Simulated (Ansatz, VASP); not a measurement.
# Ag: VASP beside Ansatz

```
Ag
1.0
     0.00000    2.39617    2.39617
     2.39617    0.00000    2.39617
     2.39617    2.39617    0.00000
Ag
2
Direct
  0.87500 0.87500 0.87500
  0.12500 0.12500 0.12500
```

Change from the starting cell: volume scaled by 0.5, LAPW.

Alike in both runs: task single point; functional PBEsol; k mesh 13 × 13 × 13; occupations fermi-dirac, width 0.08 eV; no spin polarisation.

|  | VASP | Ansatz |
| --- | --- | --- |
| version | VASP 6.6.1 | Ansatz 0.2.0 |
| potentials or method | VASP PAW PBE potentials, release 64 (Ag), cutoff 520 eV | all-electron LAPW, scalar-relativistic |

|  | VASP | Ansatz | Ansatz less VASP |
| --- | --- | --- | --- |
| pressure (GPa) | 183.1 | 191.5 | +8.39 |

VASP's potentials were made for PBE, not for PBEsol. Both programs put the cell under a high pressure, so it lies far from rest at this level. Ansatz ran all-electron here, and VASP with PAW potentials.

Noted on VASP's run: the cell as given lies far from equilibrium.
